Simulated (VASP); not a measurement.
## BeS: single point with PBE0

BeS:

```
S Be
1.0
     0.00000    2.45691    2.45691
     2.45691    0.00000    2.45691
     2.45691    2.45691    0.00000
S Be
1 1
Direct
  0.75000 0.75000 0.75000
  0.00000 0.00000 0.00000
```

```
Program                            : VASP 6.6.1
Task                               : single point
Functional                         : PBE0
Potentials or basis                : VASP PAW PBE potentials, release 64 (S, Be)
Cutoff                             : 520 eV
k mesh                             : 6 × 6 × 6
Occupations                        : fermi-dirac, width 0.05 eV
Spin                               : no spin polarisation
Dipole correction                  : no
Grid for exact exchange (PRECFOCK) : Normal
Further INCAR settings             : ALGO = Normal; EDIFF = 1e-07; NBANDS = 11
```

- Pressure: -3.6 GPa
- Band gap on the k mesh: 4.86 eV, indirect (least direct gap 7.44 eV)

Levels at points of the mesh, in eV from the valence-band top:
| k point | band 2 | band 3 | band 4 | band 5 | band 6 | band 7 |
| --- | --- | --- | --- | --- | --- | --- |
| (0.00, 0.00, 0.00) | 0.00 | 0.00 | 0.00 | 7.44 | 7.63 | 7.63 |
| (0.50, 0.00, 0.00) | -6.14 | -1.08 | -1.08 | 7.20 | 8.53 | 8.53 |
| (0.50, 0.50, 0.00) | -5.38 | -2.76 | -2.76 | 4.86 | 6.73 | 14.97 |

It took 15 min on 1 thread of AMD EPYC 7R13, with other jobs on the host, peak memory 0.13 GiB.

Caveat: the PAW data sets were made with another functional, which shifts forces and pressure a little. A k mesh can miss the band edges.
